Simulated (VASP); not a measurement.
Wanted: the native input for a VASP 6.6.1 run.

```yaml
Task: single point
Functional: r2SCAN
Potentials_or_basis: VASP PAW PBE potentials, release 64 (Al, N)
Cutoff: 520 eV
k_mesh: 6 × 6 × 6
Occupations: gaussian, width 0.05 eV
Spin: no spin polarisation
Dipole_correction: no
Further_INCAR_settings: ALGO = Normal; EDIFF = 1e-06; NBANDS = 26
```

Crystal: AlN.

```
Al N
1.0
     4.36980    0.00000    0.00000
     0.00000   -4.36980    0.00000
     0.00000    0.00000   -4.36980
Al N
4 4
Cartesian
  0.0000 0.0000 0.0000
  2.1849 -2.1849 0.0000
  2.1849 0.0000 -2.1849
  0.0000 -2.1849 -2.1849
  3.2774 -3.2774 -3.2774
  1.0925 -1.0925 -3.2774
  1.0925 -3.2774 -1.0925
  3.2774 -1.0925 -1.0925
```

The input as run:

POSCAR

```
AlN
1.0
    4.3698012565      0.0000000000      0.0000000000
    0.0000000000     -4.3698012565      0.0000000000
    0.0000000000      0.0000000000     -4.3698012565
Al N
4 4
Direct
    0.0000000000      0.0000000000      0.0000000000
    0.5000000000      0.5000000000      0.0000000000
    0.5000000000      0.0000000000      0.5000000000
    0.0000000000      0.5000000000      0.5000000000
    0.7500000000      0.7500000000      0.7500000000
    0.2500000000      0.2500000000      0.7500000000
    0.2500000000      0.7500000000      0.2500000000
    0.7500000000      0.2500000000      0.2500000000
```

INCAR.step1

```
ALGO = Normal
EDIFF = 1E-4
ENCUT = 520
GGA = PE
ISMEAR = 0
LASPH = True
LCHARG = False
LREAL = False
LWAVE = True
NBANDS = 26
NELM = 80
PREC = Accurate
SIGMA = 0.05
```

INCAR.step2

```
ALGO = Normal
EDIFF = 1E-6
ENCUT = 520
ISIF = 2
ISMEAR = 0
ISTART = 1
LASPH = True
LCHARG = False
LMIXTAU = True
LREAL = False
LWAVE = False
METAGGA = R2SCAN
NBANDS = 26
NELM = 80
PREC = Accurate
SIGMA = 0.05
```

KPOINTS

```
k-points
0
Gamma
  6 6 6
```

Potentials or basis: VASP PAW PBE potentials, release 64 (Al, N).

Launch:

```bash
$ cat potpaw_PBE.64/Al/POTCAR potpaw_PBE.64/N/POTCAR > POTCAR
$ cp INCAR.step1 INCAR
$ mpirun -np 1 vasp_std > vasp.out
$ cp INCAR.step2 INCAR
$ mpirun -np 1 vasp_std > vasp.out
```

It gave:

The pressure is -0.4 GPa and the band gap on the k mesh is 3.93 eV.

Caveat: the PAW data sets were made with another functional, which shifts forces and pressure a little.

It took 62 s on 1 thread of Intel(R) Xeon(R) 6975P-C (Granite Rapids), on a shared host, peak memory 0.19 GiB.
